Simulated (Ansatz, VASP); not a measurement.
# One calculation of MgO, two programs

```xyz
4
Lattice="2.9231 0.0000 0.0000 -1.4615 2.5314 0.0000 0.0000 0.0000 5.0921" Properties=species:S:1:pos:R:3 pbc="T T T"
Mg    0.0000    0.0000    0.0000
Mg    0.0000    0.0000    2.5461
O     0.0000    1.6876    1.2730
O     1.4615    0.8438    3.8191
```

Alike in both runs: task single point; functional HSE06; k mesh 6 × 6 × 4; no spin polarisation.

|  | VASP | Ansatz |
| --- | --- | --- |
| version | VASP 6.6.1 | Ansatz 0.2.0 |
| potentials or method | VASP PAW PBE potentials, release 64 (Mg, O) | plane waves, PAW |
| plane-wave cutoff (eV) | 520 | 420 |
| occupations | gaussian, width 0.01 eV | fixed |
| valence electrons in the cell | 16 | 32 |

```tsv
	VASP	Ansatz	Ansatz less VASP
gap on the k mesh at the Fermi level (eV)	6.16	6.20	+0.046
pressure (GPa)	-0.6	-0.3	+0.28
```

VASP's potentials hold 16 valence electrons a cell and Ansatz's 32, so a difference there can come from the potentials and not from the codes. Ansatz's warnings: stress exchange threshold loose, stress scf threshold loose.
